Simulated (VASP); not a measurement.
# MgO in VASP: further runs

MgO is run at these levels: PBE; tasks: single point.

Program: VASP 6.6.1. These are calculated values, not measurements. Logs are shortened: lines on timing, memory, paths and dates and some standing lists are left out, and cuts for length are marked.

### Step 1. The cell of the first run

The cell holds a wire or tube with vacuum around it, 4 atoms: a = 11.000 Å, b = 9.300 Å, c = 3.753 Å, α = 90.00°, β = 90.00°, γ = 90.00°.

### Step 2. Single point, PBE, collinear spin, ferromagnetic start

INCAR reads:

```
SYSTEM = MgO
ALGO     = Normal         ! electronic algorithm
EDIFF    = 1E-6           ! SCF threshold, eV
ENCUT    = 520            ! plane-wave cutoff, eV
GGA      = PE             ! functional
ISIF     = 2              ! what is computed and relaxed
ISMEAR   = 0              ! smearing method
ISPIN    = 2              ! spin polarisation
LASPH    = .TRUE.         ! aspherical terms in the spheres
LCHARG   = .FALSE.        ! write CHGCAR
LORBIT   = 11             ! projections on sites
LREAL    = .FALSE.        ! projectors in reciprocal space
LWAVE    = .FALSE.        ! write WAVECAR
MAGMOM   = 0.5 0.5 0.5 0.5 ! initial moments
NBANDS   = 20             ! bands
NELM     = 150            ! most SCF steps
PREC     = Accurate       ! precision mode
SIGMA    = 0.05           ! smearing width, eV
```

KPOINTS reads:

```
k-points
0
G
  1 1 17
  0 0 0
```

POSCAR reads:

```
MgO
1.0
   11.0000000000      0.0000000000      0.0000000000
    0.0000000000      9.3000000000      0.0000000000
    0.0000000000      0.0000000000      3.7532004960
Mg O
2 2
Direct
    0.4132868457      0.5000000000      0.0000000000
    0.5867131543      0.5000000000      0.5000000000
    0.4014706300      0.5000000000      0.5000000000
    0.5985293700      0.5000000000      0.0000000000
```

Potentials or basis: VASP PAW PBE potentials, release 64 (Mg, O).

Started as:

```bash
$ cat potpaw_PBE.64/Mg/POTCAR potpaw_PBE.64/O/POTCAR > POTCAR
$ mpirun -np 1 vasp_std > vasp.out
```

OUTCAR:

```text
SYSTEM = MgO
   EDIFF = 1E-6
   ENCUT = 520
   GGA = PE
   ISIF = 2
   ISMEAR = 0
   ISPIN = 2
   LASPH = .TRUE.
   LORBIT = 11
   LREAL = .FALSE.
   NELM = 150
   PREC = Accurate

 ion  position               nearest neighbor table
   1  0.413  0.500  0.000-   3 1.88   3 1.88   4 2.04   2 2.68   2 2.68
   2  0.587  0.500  0.500-   4 1.88   4 1.88   3 2.04   1 2.68   1 2.68
   3  0.401  0.500  0.500-   1 1.88   1 1.88   2 2.04
   4  0.599  0.500  0.000-   2 1.88   2 1.88   1 2.04

  LATTYP: Found a simple orthorhombic cell.
 ALAT       =     3.7532004960
 B/A-ratio  =     2.4778852102
 C/A-ratio  =     2.9308319691

  Lattice vectors:

 A1 = (   0.0000000000,   0.0000000000,  -3.7532004960)
 A2 = (   0.0000000000,   9.3000000000,   0.0000000000)
 A3 = (  11.0000000000,   0.0000000000,   0.0000000000)

Analysis of symmetry for initial positions (statically):
=====================================================================
 Subroutine PRICEL returns:
 Original cell was already a primitive cell.

 Routine SETGRP: Setting up the symmetry group for a
 simple orthorhombic supercell.

 Subroutine GETGRP returns: Found  8 space group operations
 (whereof  4 operations were pure point group operations)
 out of a pool of  8 trial point group operations.

The static configuration has the point symmetry C_2v.
 The point group associated with its full space group is D_2h.

Analysis of symmetry for dynamics (positions and initial velocities):
=====================================================================
 Subroutine PRICEL returns:
 Original cell was already a primitive cell.

 Routine SETGRP: Setting up the symmetry group for a
 simple orthorhombic supercell.

 Subroutine GETGRP returns: Found  8 space group operations
 (whereof  4 operations were pure point group operations)
 out of a pool of  8 trial point group operations.

The dynamic configuration has the point symmetry C_2v.
 The point group associated with its full space group is D_2h.

Analysis of structural, dynamic, and magnetic symmetry:
=====================================================================
 Subroutine PRICEL returns:
 Original cell was already a primitive cell.

 Routine SETGRP: Setting up the symmetry group for a
 simple orthorhombic supercell.

 Subroutine GETGRP returns: Found  8 space group operations
 (whereof  4 operations were pure point group operations)
 out of a pool of  8 trial point group operations.

The overall configuration has the point symmetry C_2v.
 The point group associated with its full space group is D_2h.

 Subroutine INISYM returns: Found  8 space group operations
 (whereof  4 operations are pure point group operations),
 and found     1 'primitive' translations

----------------------------------------------------------------------------------------

                                     Primitive cell

  volume of cell :     383.9524

  direct lattice vectors                    reciprocal lattice vectors
    11.000000000  0.000000000  0.000000000     0.090909091  0.000000000  0.000000000
     0.000000000  9.300000000  0.000000000     0.000000000  0.107526882  0.000000000
     0.000000000  0.000000000  3.753200496     0.000000000  0.000000000  0.266439270

  length of vectors
    11.000000000  9.300000000  3.753200496     0.090909091  0.107526882  0.266439270

  position of ions in fractional coordinates (direct lattice)
     0.413286846  0.500000000  0.000000000
     0.586713154  0.500000000  0.500000000
     0.401470630  0.500000000  0.500000000
     0.598529370  0.500000000  0.000000000

  ion indices of the primitive-cell ions
   primitive index   ion index
                 1           1
                 2           2
                 3           3
                 4           4

----------------------------------------------------------------------------------------

 KPOINTS: k-points

Automatic generation of k-mesh.
 Grid dimensions read from file:
 generate k-points for:    1    1   17

 Generating k-lattice:

  Cartesian coordinates                     Fractional coordinates (reciprocal lattice)
     0.090909091  0.000000000  0.000000000     1.000000000  0.000000000  0.000000000
     0.000000000  0.107526882  0.000000000     0.000000000  1.000000000  0.000000000
     0.000000000  0.000000000  0.015672898     0.000000000  0.000000000  0.058823529

  Length of vectors
     0.090909091  0.107526882  0.015672898

  Shift w.r.t. Gamma in fractional coordinates (k-lattice)
     0.000000000  0.000000000  0.000000000

 Subroutine IBZKPT returns following result:
 ===========================================

 Found      9 irreducible k-points:

 Following reciprocal coordinates:
            Coordinates               Weight
  0.000000  0.000000  0.000000      1.000000
  0.000000  0.000000  0.058824      2.000000
  0.000000  0.000000  0.117647      2.000000
  0.000000  0.000000  0.176471      2.000000
  0.000000  0.000000  0.235294      2.000000
  0.000000  0.000000  0.294118      2.000000
  0.000000  0.000000  0.352941      2.000000
  0.000000  0.000000  0.411765      2.000000
  0.000000  0.000000  0.470588      2.000000
   k-points           NKPTS =      9   k-points in BZ     NKDIM =      9   number of bands    NBANDS=     20
   number of dos      NEDOS =    301   number of ions     NIONS =      4
   total plane-waves  NPLWV = 164640
   dimension x,y,z NGX =    84 NGY =   70 NGZ =   28
   dimension x,y,z NGXF=   168 NGYF=  140 NGZF=   56
   ions per type =               2   2
   NGX,Y,Z   is equivalent  to a cutoff of  12.70, 12.51, 12.40 a.u.
   NGXF,Y,Z  is equivalent  to a cutoff of  25.39, 25.03, 24.80 a.u.
 SYSTEM =  MgO
   PREC   = accura    normal or accurate (medium, high low for compatibility)
   ISTART =      0    job   : 0-new  1-cont  2-samecut
   ICHARG =      2    charge: 1-file 2-atom 10-const
   ISPIN  =      2    spin polarized calculation?
   LNONCOLLINEAR =      F non collinear calculations
   LSORBIT =      F    spin-orbit coupling
   LASPH  =      T    aspherical Exc in radial PAW
   ENCUT  =  520.0 eV  38.22 Ry    6.18 a.u.  20.45 17.29  6.98*2*pi/ulx,y,z
   NELM   =    150;   NELMIN=  2; NELMDL= -5     # of ELM steps
   EDIFF  = 0.1E-05   stopping-criterion for ELM
   LREAL  =      F    real-space projection
   EDIFFG = 0.1E-04   stopping-criterion for IOM
   NSW    =      0    number of steps for IOM
   IBRION =     -1    ionic relax: 0-MD 1-quasi-New 2-CG
   NFREE  =      0    steps in history (QN), initial steepest desc. (CG)
   ISIF   =      2    stress and relaxation
   ISYM   =      2    0-nonsym 1-usesym 2-fastsym
   POTIM  = 0.5000    time-step for ionic-motion
   TEBEG  =    0.0;   TEEND  =   0.0 temperature during run
   PSTRESS=    0.0 pullay stress
   NELECT =      16.0000    total number of electrons
   NUPDOWN=      -1.0000    fix difference up-down
   EMIN   =  10.00;   EMAX   =-10.00  energy-range for DOS
   EFERMI =   0.00;   METHOD = LEGACY
   ISMEAR =     0;   SIGMA  =   0.05  broadening in eV -4-tet -1-fermi 0-gaus
   EFERMI_NEDOS =   21; number of points for ismear=-14 and -15
   IALGO  =     38    algorithm
   IMIX   =      4    mixing-type and parameters
     AMIX     =   0.40;   BMIX     =  1.00
     AMIX_MAG =   1.60;   BMIX_MAG =  1.00
  volume/ion in A,a.u.               =      95.99       647.76
  Fermi-wavevector in a.u.,A,eV,Ry     =   0.567574  1.072559  4.382981  0.322140
  Thomas-Fermi vector in A             =   1.606442
   LORBIT       =     11    0 simple, 1 ext, 2 COOP (PROOUT), +10 PAW based schemes
   GGA     = PE    functional components
   LHFCALC =     F    Hartree Fock is set to
   AEXX    =    0.0000 exact exchange contribution
   IVDW    =     0    specifies the selected vdW correction
   LEPSILON=     F    determine dielectric tensor
   LRPA    =     F    only Hartree local field effects (RPA)
 spin polarized calculation
 Gauss-broadening in eV      SIGMA  =   0.05
  energy-cutoff  :      520.00
  volume of cell :      383.95
 maximum number of plane-waves:     10380
 NGX is ok and might be reduce to    84
   NGX = 41   NGY = 35   NGZ = 13

 number of electron      15.9999989 magnetization       0.0000424

 number of electron      15.9999989 magnetization      -0.0000192

 Free energy of the ion-electron system (eV)
  ---------------------------------------------------
  ext. energy  EPLUGINS =         0.00000000
  ---------------------------------------------------
  free energy    TOTEN  =       -20.36456007 eV

  energy without entropy =      -20.36456007  energy(sigma->0) =      -20.36456007

 E-fermi :  -4.3040     XC(G=0):  -2.2694

 val. band max:       -4.5693726210   @ k =   0.0000   0.0000   0.0000
 cond. band min:      -1.3232013388   @ k =   0.0000   0.0000   0.0000
 fundamental gap:      3.2461712822
 Fermi energy:        -4.3039613039

 spin component 1

 k-point     1 :       0.0000    0.0000    0.0000
  band No.  band energies     occupation
      1     -20.0744      1.00000
      2     -19.4936      1.00000
      3      -6.2585      1.00000
      4      -6.0828      1.00000
      5      -5.6036      1.00000
      6      -5.2762      1.00000
[... 183 lines left out ...]
      6      -4.9617      1.00000
[... 12 lines left out ...]
     19       4.5330      0.00000
     20       4.5369      0.00000
 Fermi energy:        -4.3039613039

 spin component 2

 k-point     1 :       0.0000    0.0000    0.0000
  band No.  band energies     occupation
      1     -20.0744      1.00000
      2     -19.4936      1.00000
      3      -6.2585      1.00000
      4      -6.0828      1.00000
      5      -5.6036      1.00000
      6      -5.2762      1.00000
[... 196 lines left out ...]
     19       4.5311      0.00000
     20       4.5361      0.00000

------------------------ aborting loop because EDIFF is reached ----------------------------------------

  FORCE on cell =-STRESS in cart. coord.  units (eV):
  Direction    XX          YY          ZZ          XY          YZ          ZX
  --------------------------------------------------------------------------------------
  -------------------------------------------------------------------------------------
  Total       -0.0254635     -0.0303583     -0.1023522      0.0000000      0.0000000      0.0000000
  in kB       -0.1062554     -0.1266806     -0.4271010      0.0000000      0.0000000      0.0000000
  external PRESSURE =      -0.2200123 kB  Pullay stress =       0.0000000 kB

 VOLUME and BASIS-vectors are now :
 -----------------------------------------------------------------------------
  energy-cutoff  :      520.00
  volume of cell :      383.95
      direct lattice vectors                 reciprocal lattice vectors
    11.000000000  0.000000000  0.000000000     0.090909091  0.000000000  0.000000000
     0.000000000  9.300000000  0.000000000     0.000000000  0.107526882  0.000000000
     0.000000000  0.000000000  3.753200496     0.000000000  0.000000000  0.266439270

 POSITION                                       TOTAL-FORCE (eV/Angst)
 -----------------------------------------------------------------------------------
      4.54616      4.65000      0.00000         0.010361      0.000000      0.000000
      6.45384      4.65000      1.87660        -0.010361      0.000000      0.000000
      4.41618      4.65000      1.87660        -0.016034      0.000000      0.000000
      6.58382      4.65000      0.00000         0.016034      0.000000      0.000000
 -----------------------------------------------------------------------------------
    total drift:                                0.000000     -0.000000      0.000000

  FREE ENERGIE OF THE ION-ELECTRON SYSTEM (eV)
  ---------------------------------------------------
  free  energy   TOTEN  =       -20.3645600719 eV

  energy  without entropy=      -20.3645600719  energy(sigma->0) =      -20.36456007

 total charge

# of ion       s       p       d       tot
------------------------------------------
    1        0.172   0.184   0.074   0.431
    2        0.172   0.184   0.074   0.431
    3        1.548   3.495   0.000   5.043
    4        1.548   3.495   0.000   5.043
--------------------------------------------------
tot          3.440   7.359   0.148  10.947

 magnetization (x)

# of ion       s       p       d       tot
------------------------------------------
    1       -0.000   0.000   0.000   0.000
    2       -0.000   0.000   0.000   0.000
    3       -0.000   0.000   0.000   0.000
    4       -0.000   0.000   0.000   0.000
--------------------------------------------------
tot         -0.000   0.000   0.000   0.000
```

Wall time 7.7 min (1 thread of Intel Xeon 8259CL, shared host); peak memory 0.57 GiB.

Results:

```yaml
Free_energy: -20.3646 eV
Largest_force: 0.016 eV/Å
Band_gap_on_the_k_mesh: 3.25 eV
Net_moment: 0.00 μB per cell
Valence_electrons_inside_the_program's_atomic_spheres: Mg 0.43; O 5.04
```

Forces in eV/Å, atoms in the order of the input:
```
Mg   0.010  0.000  0.000
Mg  -0.010  0.000  0.000
O   -0.016  0.000  0.000
O    0.016  0.000  0.000
```

Levels at points of the mesh, in eV from the valence-band top:
Spin up:
| k point | band 5 | band 6 | band 7 | band 8 | band 9 | band 10 | band 11 | band 12 |
| --- | --- | --- | --- | --- | --- | --- | --- | --- |
| (0.00, 0.00, 0.00) | -1.03 | -0.71 | -0.27 | 0.00 | 3.25 | 4.87 | 5.52 | 5.56 |
Spin down:
```csv
k point,band 4,band 5,band 6,band 7,band 8,band 9,band 10,band 11,band 12,band 13
"(0.00, 0.00, 0.00)",-1.51,-1.03,-0.71,-0.27,0.00,3.25,4.87,5.52,5.56,5.90
```

### Step 3. Single point, PBE, collinear spin, ferromagnetic start

This run uses another cell than the first one.

INCAR reads:

```
SYSTEM = MgO
  PREC = Accurate
  ENCUT = 520
  EDIFF = 1E-6
  ISMEAR = 0
  SIGMA = 0.05
  LREAL = .False.
  LASPH = .True.
  NELM = 150
  ALGO = Normal
  ISIF = 2
  LWAVE = .False.
  LCHARG = .False.
  ISPIN = 2
  MAGMOM = 0.5 0.5 0.5 0.5
  LORBIT = 11
  GGA = PE
  NBANDS = 20
```

KPOINTS reads:

```
regular mesh
0
Gamma
  1 1 17
  0 0 0
```

POSCAR reads:

```
MgO
1.0
   11.0000000000      0.0000000000      0.0000000000
    0.0000000000      9.3000000000      0.0000000000
    0.0000000000      0.0000000000      3.8283340721
Mg O
2 2
Direct
    0.4086420278      0.5000000000      0.0000000000
    0.5913579722      0.5000000000      0.5000000000
    0.4086420278      0.5000000000      0.5000000000
    0.5913579722      0.5000000000      0.0000000000
```

Potentials or basis: VASP PAW PBE potentials, release 64 (Mg, O).

Started as:

```bash
$ cat potpaw_PBE.64/Mg/POTCAR potpaw_PBE.64/O/POTCAR > POTCAR
$ mpirun -np 1 vasp_std > vasp.out
```

OUTCAR:

```text
SYSTEM = MgO
   PREC = Accurate
   ENCUT = 520
   EDIFF = 1E-6
   ISMEAR = 0
   LREAL = .False.
   LASPH = .True.
   NELM = 150
   ISIF = 2
   ISPIN = 2
   LORBIT = 11
   GGA = PE

 ion  position               nearest neighbor table
   1  0.409  0.500  0.000-   3 1.91   3 1.91   4 2.01   2 2.78   2 2.78
   2  0.591  0.500  0.500-   4 1.91   4 1.91   3 2.01   1 2.78   1 2.78
   3  0.409  0.500  0.500-   1 1.91   1 1.91   2 2.01
   4  0.591  0.500  0.000-   2 1.91   2 1.91   1 2.01

  LATTYP: Found a simple orthorhombic cell.
 ALAT       =     3.8283340721
 B/A-ratio  =     2.4292550819
 C/A-ratio  =     2.8733124625

  Lattice vectors:

 A1 = (   0.0000000000,   0.0000000000,  -3.8283340721)
 A2 = (   0.0000000000,   9.3000000000,   0.0000000000)
 A3 = (  11.0000000000,   0.0000000000,   0.0000000000)

Analysis of symmetry for initial positions (statically):
=====================================================================
 Subroutine PRICEL returns:
 Original cell was already a primitive cell.

[... 606 lines left out ...]
  Direction    XX          YY          ZZ          XY          YZ          ZX
  --------------------------------------------------------------------------------------
  -------------------------------------------------------------------------------------
  Total        0.2582036     -0.0291614     -3.2763024      0.0000000      0.0000000      0.0000000
  in kB        1.0563004     -0.1192981    -13.4032187      0.0000000      0.0000000      0.0000000
  external PRESSURE =      -4.1554055 kB  Pullay stress =       0.0000000 kB

 VOLUME and BASIS-vectors are now :
 -----------------------------------------------------------------------------
  energy-cutoff  :      520.00
  volume of cell :      391.64
      direct lattice vectors                 reciprocal lattice vectors
    11.000000000  0.000000000  0.000000000     0.090909091  0.000000000  0.000000000
     0.000000000  9.300000000  0.000000000     0.000000000  0.107526882  0.000000000
     0.000000000  0.000000000  3.828334072     0.000000000  0.000000000  0.261210224

 POSITION                                       TOTAL-FORCE (eV/Angst)
 -----------------------------------------------------------------------------------
      4.49506      4.65000      0.00000         0.568142      0.000000      0.000000
      6.50494      4.65000      1.91417        -0.568142      0.000000      0.000000
      4.49506      4.65000      1.91417        -0.716017      0.000000      0.000000
      6.50494      4.65000      0.00000         0.716017      0.000000      0.000000
 -----------------------------------------------------------------------------------
    total drift:                                0.000000      0.000000      0.000000

  FREE ENERGIE OF THE ION-ELECTRON SYSTEM (eV)
  ---------------------------------------------------
  free  energy   TOTEN  =       -20.2447465415 eV

  energy  without entropy=      -20.2447465415  energy(sigma->0) =      -20.24474654

 total charge

# of ion       s       p       d       tot
------------------------------------------
    1        0.167   0.171   0.068   0.405
    2        0.167   0.171   0.068   0.405
    3        1.547   3.484   0.000   5.031
    4        1.547   3.484   0.000   5.031
--------------------------------------------------
tot          3.428   7.310   0.136  10.874

 magnetization (x)

# of ion       s       p       d       tot
------------------------------------------
    1       -0.000   0.000   0.000   0.000
    2       -0.000   0.000   0.000   0.000
    3       -0.000   0.000   0.000   0.000
    4       -0.000   0.000   0.000   0.000
--------------------------------------------------
tot         -0.000   0.000   0.000   0.000
```

stdout:

```text
POSCAR found type information on POSCAR MgO
 POSCAR found :  2 types and       4 ions
 scaLAPACK will be used
 LDA part: xc-table for (Slater+PW92), standard interpolation
 POSCAR, INCAR and KPOINTS ok, starting setup
 FFT: planning ... GRIDC
 FFT: planning ... GRID_SOFT
 FFT: planning ... GRID
 WAVECAR not read
 entering main loop
```

Run time: 9 min. Hardware: 1 thread of Intel Xeon 8259CL, shared host; peak memory 0.57 GiB.

Results:

* Free energy: -20.2447 eV
* Largest force: 0.716 eV/Å
* Band gap on the k mesh: 2.89 eV
* Net moment: 0.00 μB per cell
* Valence electrons inside the program's atomic spheres: Mg 0.41; O 5.03

Forces in eV/Å, atoms in the order of the input:
```
Mg   0.568  0.000  0.000
Mg  -0.568  0.000  0.000
O   -0.716  0.000  0.000
O    0.716  0.000  0.000
```
